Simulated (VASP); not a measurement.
# K3Sr in VASP: notebook

The runs below take K3Sr through single point, molecular dynamics, with PBE.

All numbers are computed with VASP 6.6.1; they aren't measurements. Logs are shortened: lines on timing, memory, paths and dates and some standing lists are left out, and cuts for length are marked.

### Step 1. The cell of the first run

The cell holds an amorphous packing of atoms, 4 atoms: a = 5.864 Å, b = 5.688 Å, c = 4.550 Å, α = 81.34°, β = 80.72°, γ = 91.62°.

### Step 2. Single point, PBE

INCAR reads:

```
PREC = Accurate ; ENCUT = 520
EDIFF = 1E-6 ; ISMEAR = 0
SIGMA = 0.1 ; LREAL = False
LASPH = True ; NELM = 80
ALGO = Normal ; ISIF = 2
LWAVE = False ; LCHARG = True
GGA = PE ; LELF = True
LVHAR = True ; NBANDS = 26
```

KPOINTS reads:

```
regular mesh
0
Gamma
  3 3 3
```

POSCAR reads:

```
K3Sr
1.0
    5.8295050000      0.3047800000      0.5587150000
   -0.3875800000      5.6302230000     -0.7119760000
    0.2537850000      1.2615270000      4.3640640000
K Sr
3 1
Direct
    0.8283105493      0.7461993376      0.0711564934
    0.3220566545      0.9372256615      0.5565184869
    0.3267410722      0.4782829642      0.1386693352
    0.8106477350      0.2428083484      0.5553584153
```

Potentials or basis: VASP PAW PBE potentials, release 64 (K_sv, Sr_sv).

Launch:

```bash
$ cat potpaw_PBE.64/K_sv/POTCAR potpaw_PBE.64/Sr_sv/POTCAR > POTCAR
$ mpirun -np 1 vasp_std > vasp.out
```

OUTCAR:

```text
PREC = Accurate
   ENCUT = 520
   EDIFF = 1E-6
   ISMEAR = 0
   LREAL = False
   LASPH = True
   NELM = 80
   ISIF = 2
   GGA = PE

 ion  position               nearest neighbor table
   1  0.828  0.746  0.071-   3 3.22   4 3.33   3 3.37   4 3.41   2 3.45   2 3.70   4 3.83   4 3.98

   2  0.322  0.937  0.557-   4 3.31   3 3.36   3 3.43   3 3.45   1 3.45   4 3.51   1 3.70
   3  0.327  0.478  0.139-   1 3.22   2 3.36   1 3.37   4 3.42   2 3.43   2 3.45   4 3.82   4 3.97

   4  0.811  0.243  0.555-   2 3.31   1 3.33   1 3.41   3 3.42   2 3.51   3 3.82   1 3.83   3 3.97
                             1 3.98

  LATTYP: Found a triclinic cell.
 ALAT       =     5.8641437435
 B/A-ratio  =     1.4126785716
 C/A-ratio  =     0.7758720911
 COS(alpha) =     0.0107448710
 COS(beta)  =     0.1612467473
 COS(gamma) =     0.7272498029

  Lattice vectors:

 A1 = (  -5.8295050000,  -0.3047800000,  -0.5587150000)
 A2 = (  -6.2170850000,   5.3254430000,  -1.2706910000)
 A3 = (  -0.2537850000,  -1.2615270000,  -4.3640640000)

Analysis of symmetry for initial positions (statically):
=====================================================================
 Subroutine PRICEL returns:
 Original cell was already a primitive cell.

 Routine SETGRP: Setting up the symmetry group for a
 triclinic supercell.

 Subroutine GETGRP returns: Found  1 space group operations
 (whereof  1 operations were pure point group operations)
 out of a pool of  2 trial point group operations.

The static configuration has the point symmetry C_1 .

Analysis of symmetry for dynamics (positions and initial velocities):
=====================================================================
 Subroutine PRICEL returns:
 Original cell was already a primitive cell.

 Routine SETGRP: Setting up the symmetry group for a
 triclinic supercell.

 Subroutine GETGRP returns: Found  1 space group operations
 (whereof  1 operations were pure point group operations)
 out of a pool of  2 trial point group operations.

The dynamic configuration has the point symmetry C_1 .

 Subroutine INISYM returns: Found  1 space group operations
 (whereof  1 operations are pure point group operations),
 and found     1 'primitive' translations

----------------------------------------------------------------------------------------

                                     Primitive cell

  volume of cell :     147.8596

  direct lattice vectors                    reciprocal lattice vectors
     5.829505000  0.304780000  0.558715000     0.172250088  0.010217362 -0.012970471
    -0.387580000  5.630223000 -0.711976000    -0.004228642  0.171098380 -0.049213774
     0.253785000  1.261527000  4.364064000    -0.022742425  0.026605785  0.222775782

  length of vectors
     5.864143744  5.688280857  4.549825469     0.173039650  0.178085746  0.225508614

  position of ions in fractional coordinates (direct lattice)
     0.828310549  0.746199338  0.071156493
     0.322056655  0.937225662  0.556518487
     0.326741072  0.478282964  0.138669335
     0.810647735  0.242808348  0.555358415

  ion indices of the primitive-cell ions
   primitive index   ion index
                 1           1
                 2           2
                 3           3
                 4           4

----------------------------------------------------------------------------------------

 KPOINTS: regular mesh

Automatic generation of k-mesh.
 Grid dimensions read from file:
 generate k-points for:    3    3    3

 Generating k-lattice:

  Cartesian coordinates                     Fractional coordinates (reciprocal lattice)
     0.057416696  0.003405787 -0.004323490     0.333333333  0.000000000 -0.000000000
    -0.001409547  0.057032793 -0.016404591     0.000000000  0.333333333  0.000000000
    -0.007580808  0.008868595  0.074258594     0.000000000  0.000000000  0.333333333

  Length of vectors
     0.057679883  0.059361915  0.075169538

  Shift w.r.t. Gamma in fractional coordinates (k-lattice)
     0.000000000  0.000000000  0.000000000

 Subroutine IBZKPT returns following result:
 ===========================================

 Found     14 irreducible k-points:

 Following reciprocal coordinates:
            Coordinates               Weight
  0.000000  0.000000  0.000000      1.000000
  0.333333  0.000000  0.000000      2.000000
 -0.000000  0.333333 -0.000000      2.000000
  0.333333  0.333333  0.000000      2.000000
 -0.333333  0.333333 -0.000000      2.000000
  0.000000  0.000000  0.333333      2.000000
  0.333333  0.000000  0.333333      2.000000
 -0.333333 -0.000000  0.333333      2.000000
  0.000000  0.333333  0.333333      2.000000
  0.333333  0.333333  0.333333      2.000000
 -0.333333  0.333333  0.333333      2.000000
  0.000000 -0.333333  0.333333      2.000000
  0.333333 -0.333333  0.333333      2.000000
 -0.333333 -0.333333  0.333333      2.000000
   k-points           NKPTS =     14   k-points in BZ     NKDIM =     14   number of bands    NBANDS=     26
   number of dos      NEDOS =    301   number of ions     NIONS =      4
   total plane-waves  NPLWV =  72576
   dimension x,y,z NGX =    48 NGY =   42 NGZ =   36
   dimension x,y,z NGXF=    96 NGYF=   84 NGZF=   72
   ions per type =               3   1
   NGX,Y,Z   is equivalent  to a cutoff of  13.61, 12.27, 13.15 a.u.
   NGXF,Y,Z  is equivalent  to a cutoff of  27.22, 24.55, 26.31 a.u.
 SYSTEM =  unknown system
   PREC   = accura    normal or accurate (medium, high low for compatibility)
   ISTART =      0    job   : 0-new  1-cont  2-samecut
   ICHARG =      2    charge: 1-file 2-atom 10-const
   ISPIN  =      1    spin polarized calculation?
   LNONCOLLINEAR =      F non collinear calculations
   LSORBIT =      F    spin-orbit coupling
   LASPH  =      T    aspherical Exc in radial PAW
   ENCUT  =  520.0 eV  38.22 Ry    6.18 a.u.  10.90 10.58  8.46*2*pi/ulx,y,z
   NELM   =     80;   NELMIN=  2; NELMDL= -5     # of ELM steps
   EDIFF  = 0.1E-05   stopping-criterion for ELM
   LREAL  =      F    real-space projection
   EDIFFG = 0.1E-04   stopping-criterion for IOM
   NSW    =      0    number of steps for IOM
   IBRION =     -1    ionic relax: 0-MD 1-quasi-New 2-CG
   NFREE  =      0    steps in history (QN), initial steepest desc. (CG)
   ISIF   =      2    stress and relaxation
   ISYM   =      2    0-nonsym 1-usesym 2-fastsym
   POTIM  = 0.5000    time-step for ionic-motion
   TEBEG  =    0.0;   TEEND  =   0.0 temperature during run
   PSTRESS=    0.0 pullay stress
   NELECT =      37.0000    total number of electrons
   NUPDOWN=      -1.0000    fix difference up-down
   EMIN   =  10.00;   EMAX   =-10.00  energy-range for DOS
   EFERMI =   0.00;   METHOD = LEGACY
   ISMEAR =     0;   SIGMA  =   0.10  broadening in eV -4-tet -1-fermi 0-gaus
   EFERMI_NEDOS =   21; number of points for ismear=-14 and -15
   IALGO  =     38    algorithm
   IMIX   =      4    mixing-type and parameters
     AMIX     =   0.40;   BMIX     =  1.00
     AMIX_MAG =   1.60;   BMIX_MAG =  1.00
  volume/ion in A,a.u.               =      36.96       249.45
  Fermi-wavevector in a.u.,A,eV,Ry     =   1.031634  1.949505 14.480249  1.064268
  Thomas-Fermi vector in A             =   2.165792
   LORBIT       =      0    0 simple, 1 ext, 2 COOP (PROOUT), +10 PAW based schemes
   GGA     = PE    functional components
   LHFCALC =     F    Hartree Fock is set to
   AEXX    =    0.0000 exact exchange contribution
   IVDW    =     0    specifies the selected vdW correction
   LEPSILON=     F    determine dielectric tensor
   LRPA    =     F    only Hartree local field effects (RPA)
 non-spin polarized calculation
 Gauss-broadening in eV      SIGMA  =   0.10
  energy-cutoff  :      520.00
  volume of cell :      147.86
 maximum number of plane-waves:      3998
 NGX is ok and might be reduce to    48
   NGX = 21   NGY = 21   NGZ = 17

 number of electron      36.9999999 magnetization

 Free energy of the ion-electron system (eV)
  ---------------------------------------------------
  ext. energy  EPLUGINS =         0.00000000
  ---------------------------------------------------
  free energy    TOTEN  =        -1.40026557 eV

  energy without entropy =       -1.37282455  energy(sigma->0) =       -1.38654506

 E-fermi :   2.3382     XC(G=0):  -7.9130

 val. band max:        2.3310452245   @ k =   0.0000  -0.3333   0.3333
 cond. band min:       2.3431882731   @ k =  -0.3333   0.3333   0.3333
 fundamental gap:      0.0121430486
 Fermi energy:         2.3382455864

 k-point     1 :       0.0000    0.0000    0.0000
  band No.  band energies     occupation
      1     -34.4994      2.00000
      2     -29.8976      2.00000
      3     -29.7822      2.00000
      4     -29.6653      2.00000
      5     -16.6667      2.00000
      6     -16.6229      2.00000
[... 18 lines left out ...]
     25       4.4864      0.00000
     26       5.3214      0.00000

 k-point     2 :       0.3333    0.0000    0.0000
  band No.  band energies     occupation
      1     -34.4992      2.00000
      2     -29.8884      2.00000
      3     -29.7823      2.00000
      4     -29.6756      2.00000
      5     -16.6655      2.00000
      6     -16.6194      2.00000
[... 18 lines left out ...]
     25       4.7925      0.00000
     26       5.3524      0.00000

 k-point     3 :      -0.0000    0.3333   -0.0000
  band No.  band energies     occupation
      1     -34.4992      2.00000
      2     -29.8754      2.00000
      3     -29.8069      2.00000
      4     -29.6641      2.00000
      5     -16.6575      2.00000
      6     -16.6061      2.00000
[... 18 lines left out ...]
     25       4.6874      0.00000
     26       5.4247      0.00000

 k-point     4 :       0.3333    0.3333    0.0000
  band No.  band energies     occupation
      1     -34.4990      2.00000
      2     -29.8643      2.00000
      3     -29.8077      2.00000
      4     -29.6756      2.00000
      5     -16.6537      2.00000
      6     -16.6069      2.00000
[... 18 lines left out ...]
     25       4.7693      0.00000
     26       5.3780      0.00000

 k-point     5 :      -0.3333    0.3333   -0.0000
  band No.  band energies     occupation
      1     -34.4990      2.00000
      2     -29.8659      2.00000
      3     -29.8052      2.00000
      4     -29.6765      2.00000
      5     -16.6541      2.00000
      6     -16.6069      2.00000
[... 18 lines left out ...]
     25       4.8101      0.00000
     26       5.3605      0.00000

 k-point     6 :       0.0000    0.0000    0.3333
  band No.  band energies     occupation
      1     -34.4977      2.00000
      2     -29.8724      2.00000
      3     -29.8050      2.00000
      4     -29.6640      2.00000
      5     -16.6530      2.00000
      6     -16.6074      2.00000
[... 18 lines left out ...]
     25       4.7683      0.00000
     26       5.3998      0.00000

 k-point     7 :       0.3333    0.0000    0.3333
  band No.  band energies     occupation
      1     -34.4975      2.00000
      2     -29.8679      2.00000
      3     -29.8006      2.00000
      4     -29.6738      2.00000
      5     -16.6520      2.00000
      6     -16.6074      2.00000
[... 18 lines left out ...]
     25       4.6076      0.00000
     26       5.0325      0.00000

 k-point     8 :      -0.3333   -0.0000    0.3333
  band No.  band energies     occupation
      1     -34.4975      2.00000
      2     -29.8635      2.00000
      3     -29.8050      2.00000
      4     -29.6739      2.00000
      5     -16.6510      2.00000
      6     -16.6067      2.00000
[... 18 lines left out ...]
     25       4.8502      0.00000
     26       4.9801      0.00000

 k-point     9 :       0.0000    0.3333    0.3333
  band No.  band energies     occupation
      1     -34.4977      2.00000
      2     -29.8736      2.00000
      3     -29.8026      2.00000
      4     -29.6645      2.00000
      5     -16.6643      2.00000
      6     -16.6229      2.00000
[... 18 lines left out ...]
     25       4.6921      0.00000
     26       5.3348      0.00000

 k-point    10 :       0.3333    0.3333    0.3333
  band No.  band energies     occupation
      1     -34.4976      2.00000
      2     -29.8670      2.00000
      3     -29.8018      2.00000
      4     -29.6727      2.00000
      5     -16.6674      2.00000
      6     -16.6205      2.00000
[... 18 lines left out ...]
     25       4.5006      0.00000
     26       4.9745      0.00000

 k-point    11 :      -0.3333    0.3333    0.3333
  band No.  band energies     occupation
      1     -34.4975      2.00000
      2     -29.8641      2.00000
      3     -29.8038      2.00000
      4     -29.6738      2.00000
      5     -16.6674      2.00000
      6     -16.6192      2.00000
[... 18 lines left out ...]
     25       4.7096      0.00000
     26       5.0188      0.00000

 k-point    12 :       0.0000   -0.3333    0.3333
  band No.  band energies     occupation
      1     -34.4976      2.00000
      2     -29.8527      2.00000
      3     -29.8253      2.00000
      4     -29.6637      2.00000
      5     -16.6526      2.00000
      6     -16.6084      2.00000
[... 18 lines left out ...]
     25       4.8004      0.00000
     26       5.4184      0.00000

 k-point    13 :       0.3333   -0.3333    0.3333
  band No.  band energies     occupation
      1     -34.4974      2.00000
      2     -29.8428      2.00000
      3     -29.8271      2.00000
      4     -29.6726      2.00000
      5     -16.6539      2.00000
      6     -16.6082      2.00000
[... 18 lines left out ...]
     25       4.6566      0.00000
     26       5.3026      0.00000

 k-point    14 :      -0.3333   -0.3333    0.3333
  band No.  band energies     occupation
      1     -34.4974      2.00000
      2     -29.8440      2.00000
      3     -29.8235      2.00000
      4     -29.6751      2.00000
      5     -16.6516      2.00000
      6     -16.6087      2.00000
[... 18 lines left out ...]
     25       4.5274      0.00000
     26       5.0166      0.00000

------------------------ aborting loop because EDIFF is reached ----------------------------------------

  FORCE on cell =-STRESS in cart. coord.  units (eV):
  Direction    XX          YY          ZZ          XY          YZ          ZX
  --------------------------------------------------------------------------------------
  -------------------------------------------------------------------------------------
  Total       10.1392306      7.1361232      6.7142362      0.2656115     -2.7323451     -0.2506012
  in kB      109.8666884     77.3256131     72.7541289      2.8781132    -29.6071490     -2.7154645
  external PRESSURE =      86.6488101 kB  Pullay stress =       0.0000000 kB

 VOLUME and BASIS-vectors are now :
 -----------------------------------------------------------------------------
  energy-cutoff  :      520.00
  volume of cell :      147.86
      direct lattice vectors                 reciprocal lattice vectors
     5.829505000  0.304780000  0.558715000     0.172250088  0.010217362 -0.012970471
    -0.387580000  5.630223000 -0.711976000    -0.004228642  0.171098380 -0.049213774
     0.253785000  1.261527000  4.364064000    -0.022742425  0.026605785  0.222775782

 POSITION                                       TOTAL-FORCE (eV/Angst)
 -----------------------------------------------------------------------------------
      4.55749      4.54349      0.24205         0.065226      0.226805     -0.155673
      1.65542      6.07701      1.94134        -0.118877     -0.273600      0.052392
      1.75456      2.96736      0.44719         0.085238     -0.277058     -0.414583
      4.77251      2.31473      2.70367        -0.031587      0.323853      0.517865
 -----------------------------------------------------------------------------------
    total drift:                               -0.000405      0.000266      0.000429

  FREE ENERGIE OF THE ION-ELECTRON SYSTEM (eV)
  ---------------------------------------------------
  free  energy   TOTEN  =        -1.4002655723 eV

  energy  without entropy=       -1.3728245538  energy(sigma->0) =       -1.38654506
```

Run time: 41 s. Hardware: 1 thread of Intel Xeon Platinum 8488C (Sapphire Rapids), shared host; peak memory 0.27 GiB.

Results:

- Free energy: -1.4003 eV
- Pressure: 8.7 GPa
- Largest force: 0.612 eV/Å

Forces in eV/Å, atoms in the order of the input:
```
K    0.065  0.227 -0.156
K   -0.119 -0.274  0.052
K    0.085 -0.277 -0.415
Sr  -0.032  0.324  0.518
```

Caveat: the k points lie up to 0.47 Å⁻¹ apart.

### Step 3. Single point, PBE

INCAR reads:

```
PREC = Accurate ; ENCUT = 520
EDIFF = 1E-6 ; ISMEAR = 0
SIGMA = 0.1 ; LREAL = F
LASPH = T ; NELM = 80
ALGO = Normal ; ISIF = 2
LWAVE = F ; LCHARG = F
GGA = PE ; NBANDS = 26
```

KPOINTS reads:

```
Automatic mesh
0
Gamma
  3 3 3
```

POSCAR reads:

```
K3Sr
1.0
    5.8295050000      0.3047800000      0.5587150000
   -0.3875800000      5.6302230000     -0.7119760000
    0.2537850000      1.2615270000      4.3640640000
K Sr
3 1
Direct
    0.8271791834      0.7377764077      0.0779052915
    0.3184246690      0.9418121578      0.5467319026
    0.3394468362      0.4860322950      0.1270144732
    0.8071035979      0.2410624545      0.5619147188
```

Potentials or basis: VASP PAW PBE potentials, release 64 (K_sv, Sr_sv).

Launch:

```bash
$ cat potpaw_PBE.64/K_sv/POTCAR potpaw_PBE.64/Sr_sv/POTCAR > POTCAR
$ mpirun -np 1 vasp_std > vasp.out
```

It took 33 s on 1 thread of Intel Xeon Platinum 8488C (Sapphire Rapids), shared host; peak memory 0.27 GiB.

The run converged. Its results:

| Item | Value |
| --- | --- |
| Free energy | -1.4022 eV |
| Pressure | 8.7 GPa |
| Largest force | 0.593 eV/Å |

Forces in eV/Å, atoms in the order of the input:
```
K    0.171  0.320 -0.199
K   -0.145 -0.258  0.046
K   -0.121 -0.324 -0.370
Sr   0.095  0.262  0.523
```

Stress tensor (GPa, compression positive):
```
10.96  0.17 -0.16
 0.17  7.79 -2.77
-0.16 -2.77  7.24
```

Levels at points of the mesh, in eV from the Fermi level:
```
           k point  band 16  band 17  band 18  band 19  band 20  band 21
(0.00, 0.00, 0.00)   -15.33    -3.39    -0.26    -0.14     0.51     1.25
```

Caveat: the k points lie up to 0.47 Å⁻¹ apart.

### Step 4. Single point, PBE

INCAR reads:

```
PREC     = Accurate       # precision mode
ENCUT    = 520            # plane-wave cutoff, eV
EDIFF    = 1E-6           # SCF threshold, eV
ISMEAR   = 0              # smearing method
SIGMA    = 0.1            # smearing width, eV
LREAL    = False          # projectors in reciprocal space
LASPH    = True           # aspherical terms in the spheres
NELM     = 60             # most SCF steps
ALGO     = Normal         # electronic algorithm
ISIF     = 2              # what is computed and relaxed
LWAVE    = False          # write WAVECAR
LCHARG   = False          # write CHGCAR
GGA      = PE             # functional
NBANDS   = 26             # bands
```

KPOINTS reads:

```
regular mesh
0
Gamma
  3 3 3
```

POSCAR reads:

```
K3Sr
1.0
    5.8295050000      0.3047800000      0.5587150000
   -0.3875800000      5.6302230000     -0.7119760000
    0.2537850000      1.2615270000      4.3640640000
K Sr
3 1
Direct
    0.8293955003      0.7354535159      0.0809340893
    0.3121270901      0.9419663906      0.5375018276
    0.3503690079      0.4901809374      0.1067417075
    0.8040509352      0.2401789099      0.5737281354
```

Launch:

```bash
$ cat potpaw_PBE.64/K_sv/POTCAR potpaw_PBE.64/Sr_sv/POTCAR > POTCAR
$ mpirun -np 1 vasp_std > vasp.out
```

Run time: 33 s. Hardware: 1 thread of Intel Xeon Platinum 8488C (Sapphire Rapids), shared host; peak memory 0.27 GiB.

It converged, with:

```yaml
Free_energy: -1.4473 eV
Pressure: 8.7 GPa
Largest_force: 0.524 eV/Å
```

Forces in eV/Å, atoms in the order of the input:
```
K    0.217  0.342 -0.132
K   -0.099 -0.222 -0.009
K   -0.265 -0.355 -0.280
Sr   0.147  0.235  0.421
```

Stress tensor (GPa, compression positive):
```
10.75 -0.08 -0.15
-0.08  7.86 -2.45
-0.15 -2.45  7.38
```

Levels at points of the mesh, in eV from the Fermi level:
```tsv
k point	band 16	band 17	band 18	band 19	band 20	band 21
(0.00, 0.00, 0.00)	-15.31	-3.39	-0.28	-0.16	0.50	1.25
```

Caveat: the k points lie up to 0.47 Å⁻¹ apart.

(Continued in part 2 of 2.)
